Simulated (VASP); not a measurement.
# MnBr3 (Pm-3m) in VASP: single point with LDA

Aim: the single point of MnBr3 with LDA.

Everything below comes from runs of VASP 6.6.1. Logs are shortened: lines on timing, memory, paths and dates and some standing lists are left out, and cuts for length are marked.

## (1) The cell of the first run

The structure is cubic, space group Pm-3m (No. 221). Conventional cell: a = 5.090 Å, b = 5.090 Å, c = 5.090 Å, α = 90.00°, β = 90.00°, γ = 90.00°. Mn (site symmetry m-3m) has 6 Br at 2.55 Å within 3.4 Å. Br (site symmetry 4/mmm) has 2 Mn at 2.55 Å within 3.4 Å.

## (2) Single point, LDA, collinear spin, ferromagnetic start

Contents of INCAR:

```
PREC = Accurate
ENCUT = 520
EDIFF = 1E-6
ISMEAR = 0
SIGMA = 0.05
LREAL = False
LASPH = True
NELM = 150
ALGO = Normal
ISIF = 2
LWAVE = False
LCHARG = False
ISPIN = 2
MAGMOM = 4.15 0 0 0
LORBIT = 11
LMAXMIX = 4
NBANDS = 29
```

Contents of KPOINTS:

```
Automatic mesh
0
Gamma
  8 8 8
```

Contents of POSCAR:

```
MnBr3
1.0
    5.0903852237      0.0000000000      0.0000000000
    0.0000000000      5.0903852237      0.0000000000
    0.0000000000      0.0000000000      5.0903852237
Mn Br
1 3
Direct
    0.0000000000      0.0000000000      0.0000000000
    0.5000000000      0.0000000000      0.0000000000
    0.0000000000      0.0000000000      0.5000000000
    0.0000000000      0.5000000000      0.0000000000
```

Potentials or basis: VASP PAW LDA potentials, release 64 (Mn_pv, Br).

On the command line:

```
$ cat potpaw_LDA.64/Mn_pv/POTCAR potpaw_LDA.64/Br/POTCAR > POTCAR
$ mpirun -np 1 vasp_std > vasp.out
```

OUTCAR:

```text
PREC = Accurate
   ENCUT = 520
   EDIFF = 1E-6
   ISMEAR = 0
   LREAL = False
   LASPH = True
   NELM = 150
   ISIF = 2
   ISPIN = 2
   LORBIT = 11

 ion  position               nearest neighbor table
   1  0.000  0.000  0.000-   2 2.55   3 2.55   4 2.55   3 2.55   4 2.55   2 2.55
   2  0.500  0.000  0.000-   1 2.55   1 2.55
   3  0.000  0.000  0.500-   1 2.55   1 2.55
   4  0.000  0.500  0.000-   1 2.55   1 2.55

  LATTYP: Found a simple cubic cell.
 ALAT       =     5.0903852237

  Lattice vectors:

 A1 = (   5.0903852237,   0.0000000000,   0.0000000000)
 A2 = (   0.0000000000,   5.0903852237,   0.0000000000)
 A3 = (   0.0000000000,   0.0000000000,   5.0903852237)

Analysis of symmetry for initial positions (statically):
=====================================================================
 Subroutine PRICEL returns:
 Original cell was already a primitive cell.

 Routine SETGRP: Setting up the symmetry group for a
 simple cubic supercell.

 Subroutine GETGRP returns: Found 48 space group operations
 (whereof 48 operations were pure point group operations)
 out of a pool of 48 trial point group operations.

The static configuration has the point symmetry O_h .

Analysis of symmetry for dynamics (positions and initial velocities):
=====================================================================
 Subroutine PRICEL returns:
 Original cell was already a primitive cell.

 Routine SETGRP: Setting up the symmetry group for a
 simple cubic supercell.

 Subroutine GETGRP returns: Found 48 space group operations
 (whereof 48 operations were pure point group operations)
 out of a pool of 48 trial point group operations.

The dynamic configuration has the point symmetry O_h .

Analysis of structural, dynamic, and magnetic symmetry:
=====================================================================
 Subroutine PRICEL returns:
 Original cell was already a primitive cell.

 Routine SETGRP: Setting up the symmetry group for a
 simple cubic supercell.

 Subroutine GETGRP returns: Found 48 space group operations
 (whereof 48 operations were pure point group operations)
 out of a pool of 48 trial point group operations.

The overall configuration has the point symmetry O_h .

 Subroutine INISYM returns: Found 48 space group operations
 (whereof 48 operations are pure point group operations),
 and found     1 'primitive' translations

[... 119 lines left out ...]
  volume/ion in A,a.u.               =      32.98       222.53
  Fermi-wavevector in a.u.,A,eV,Ry     =   1.041879  1.968865 14.769276  1.085511
  Thomas-Fermi vector in A             =   2.176519
   LORBIT       =     11    0 simple, 1 ext, 2 COOP (PROOUT), +10 PAW based schemes
   GGA     = CA    functional components
   LHFCALC =     F    Hartree Fock is set to
   AEXX    =    0.0000 exact exchange contribution
   IVDW    =     0    specifies the selected vdW correction
   LEPSILON=     F    determine dielectric tensor
   LRPA    =     F    only Hartree local field effects (RPA)
 spin polarized calculation
 Gauss-broadening in eV      SIGMA  =   0.05
  energy-cutoff  :      520.00
  volume of cell :      131.90
 maximum number of plane-waves:      3590
 NGX is ok and might be reduce to    40
   NGX = 19   NGY = 19   NGZ = 19

 number of electron      34.0000018 magnetization       4.1266400

 Free energy of the ion-electron system (eV)
  ---------------------------------------------------
  ext. energy  EPLUGINS =         0.00000000
  ---------------------------------------------------
  free energy    TOTEN  =       -17.57701978 eV

  energy without entropy =      -17.57509779  energy(sigma->0) =      -17.57605879

 E-fermi :  -0.4271     XC(G=0):  -8.0883

 val. band max:       -0.4427468511   @ k =   0.5000   0.3750   0.3750
 cond. band min:      -0.3880153760   @ k =   0.5000   0.2500   0.2500
 fundamental gap:      0.0547314751
 Fermi energy:        -0.4270872567

 spin component 1

 k-point     1 :       0.0000    0.0000    0.0000
  band No.  band energies     occupation
      1     -50.0951      1.00000
      2     -50.0951      1.00000
      3     -50.0951      1.00000
      4     -15.0204      1.00000
      5     -14.0851      1.00000
      6     -14.0851      1.00000
[... 757 lines left out ...]
     28       9.2400      0.00000
     29      10.3279      0.00000

 [... further k-points ...]

 spin component 2

 k-point     1 :       0.0000    0.0000    0.0000
  band No.  band energies     occupation
      1     -46.4126      1.00000
      2     -46.4126      1.00000
      3     -46.4126      1.00000
      4     -14.9302      1.00000
      5     -14.0044      1.00000
      6     -14.0044      1.00000
[... 757 lines left out ...]
     28       9.6026      0.00000
     29      10.5204      0.00000

 [... further k-points ...]
[... 5 lines left out ...]
  --------------------------------------------------------------------------------------
  -------------------------------------------------------------------------------------
  Total       -3.0365225     -3.0365225     -3.0365225      0.0000000      0.0000000     -0.0000000
  in kB      -36.8837553    -36.8837553    -36.8837553      0.0000000      0.0000000     -0.0000000
  external PRESSURE =     -36.8837553 kB  Pullay stress =       0.0000000 kB

 VOLUME and BASIS-vectors are now :
 -----------------------------------------------------------------------------
  energy-cutoff  :      520.00
  volume of cell :      131.90
      direct lattice vectors                 reciprocal lattice vectors
     5.090385224  0.000000000  0.000000000     0.196448786  0.000000000  0.000000000
     0.000000000  5.090385224  0.000000000     0.000000000  0.196448786  0.000000000
     0.000000000  0.000000000  5.090385224     0.000000000  0.000000000  0.196448786

 POSITION                                       TOTAL-FORCE (eV/Angst)
 -----------------------------------------------------------------------------------
      0.00000      0.00000      0.00000         0.000000      0.000000      0.000000
      2.54519      0.00000      0.00000         0.000000      0.000000      0.000000
      0.00000      0.00000      2.54519         0.000000      0.000000      0.000000
      0.00000      2.54519      0.00000         0.000000      0.000000      0.000000
 -----------------------------------------------------------------------------------
    total drift:                               -0.000000     -0.000000     -0.000000

  FREE ENERGIE OF THE ION-ELECTRON SYSTEM (eV)
  ---------------------------------------------------
  free  energy   TOTEN  =       -17.5770197764 eV

  energy  without entropy=      -17.5750977937  energy(sigma->0) =      -17.57605879

 total charge

# of ion       s       p       d       tot
------------------------------------------
    1        0.240   6.190   4.917  11.347
    2        1.614   3.193   0.017   4.824
    3        1.614   3.193   0.017   4.824
    4        1.614   3.193   0.017   4.824
--------------------------------------------------
tot          5.083  15.767   4.967  25.818

 magnetization (x)

# of ion       s       p       d       tot
------------------------------------------
    1        0.033   0.021   3.660   3.715
    2        0.007   0.032   0.006   0.045
    3        0.007   0.032   0.006   0.045
    4        0.007   0.032   0.006   0.045
--------------------------------------------------
tot          0.056   0.117   3.679   3.851
```

OSZICAR:

```text
N       E                     dE             d eps       ncg     rms          rms(c)
DAV:   1     0.247644421326E+03    0.24764E+03   -0.16198E+04  4620   0.102E+03
DAV:   2     0.363579364459E+01   -0.24401E+03   -0.22774E+03  4528   0.249E+02
DAV:   3    -0.202599228726E+02   -0.23896E+02   -0.23613E+02  5048   0.799E+01
DAV:   4    -0.206756518252E+02   -0.41573E+00   -0.41529E+00  4830   0.114E+01
DAV:   5    -0.206804630400E+02   -0.48112E-02   -0.48109E-02  4974   0.132E+00    0.137E+01
DAV:   6    -0.216109656636E+02   -0.93050E+00   -0.20049E+01  4580   0.404E+01    0.384E+01
DAV:   7    -0.180888954059E+02    0.35221E+01   -0.17808E+01  4572   0.495E+01    0.994E+00
DAV:   8    -0.178676094277E+02    0.22129E+00   -0.10244E+00  4550   0.741E+00    0.546E+00
DAV:   9    -0.175639472120E+02    0.30366E+00   -0.48966E-01  4769   0.897E+00    0.145E+00
DAV:  10    -0.175818366841E+02   -0.17889E-01   -0.13159E-01  4586   0.190E+00    0.101E+00
DAV:  11    -0.175782504751E+02    0.35862E-02   -0.90837E-03  4681   0.798E-01    0.647E-01
DAV:  12    -0.175769761135E+02    0.12744E-02   -0.53755E-03  4705   0.763E-01    0.216E-01
DAV:  13    -0.175770529181E+02   -0.76805E-04   -0.11137E-03  4743   0.166E-01    0.104E-01
DAV:  14    -0.175770318456E+02    0.21073E-04   -0.51117E-05  4673   0.637E-02    0.494E-02
DAV:  15    -0.175770187392E+02    0.13106E-04   -0.15618E-05  4727   0.273E-02    0.422E-02
DAV:  16    -0.175770188296E+02   -0.90417E-07   -0.16346E-05  4736   0.336E-02    0.132E-02
DAV:  17    -0.175770197764E+02   -0.94677E-06   -0.33499E-06  4251   0.104E-02
   1 F= -.17577020E+02 E0= -.17576059E+02  d E =-.192198E-02  mag=     4.1270
```

stdout:

```text
POSCAR found type information on POSCAR MnBr
 POSCAR found :  2 types and       4 ions
 scaLAPACK will be used
 LDA part: xc-table for (Slater(with rela. corr.)+CA(PZ))
 , standard interpolation
 POSCAR, INCAR and KPOINTS ok, starting setup
 FFT: planning ... GRIDC
 FFT: planning ... GRID_SOFT
 FFT: planning ... GRID
 WAVECAR not read
 entering main loop
```

Wall time 3.5 min (1 thread of Intel Xeon Platinum 8259CL at 2.50GHz (Skylake/Cascade Lake), shared host); peak memory 0.33 GiB.

What came out:

* Free energy: -17.5770 eV
* Pressure: -3.7 GPa
* Net moment: 4.13 μB per cell
* Site moments: Mn +3.71; Br +0.04 μB
* Valence electrons inside the program's atomic spheres: Mn 11.35; Br 4.82

Levels at points of the mesh, in eV from the Fermi level:
Spin up:
```csv
k point,band 17,band 18,band 19,band 20,band 21,band 22
"(0.00, 0.00, 0.00)",-0.97,-0.69,-0.69,-0.69,2.53,5.18
"(0.50, 0.00, 0.00)",-0.79,-0.79,-0.70,-0.70,5.85,7.03
"(0.50, 0.50, 0.00)",-0.68,-0.68,-0.03,1.44,7.11,7.11
"(0.50, 0.50, 0.50)",-0.02,-0.02,1.46,1.46,5.99,6.02
```
Spin down:
| k point | band 13 | band 14 | band 15 | band 16 | band 17 | band 18 |
| --- | --- | --- | --- | --- | --- | --- |
| (0.00, 0.00, 0.00) | -0.61 | -0.61 | -0.61 | 0.62 | 0.62 | 0.62 |
| (0.50, 0.00, 0.00) | -1.10 | -0.70 | -0.70 | 0.63 | 0.91 | 1.46 |
| (0.50, 0.50, 0.00) | -1.48 | -1.48 | 0.07 | 1.13 | 1.47 | 1.47 |
| (0.50, 0.50, 0.50) | 0.08 | 0.08 | 0.08 | 1.59 | 1.59 | 1.59 |

Caveat: the cell stands under tension; semilocal functionals often make such compounds metallic where correlation or magnetic order opens a gap, which also shifts bond lengths.
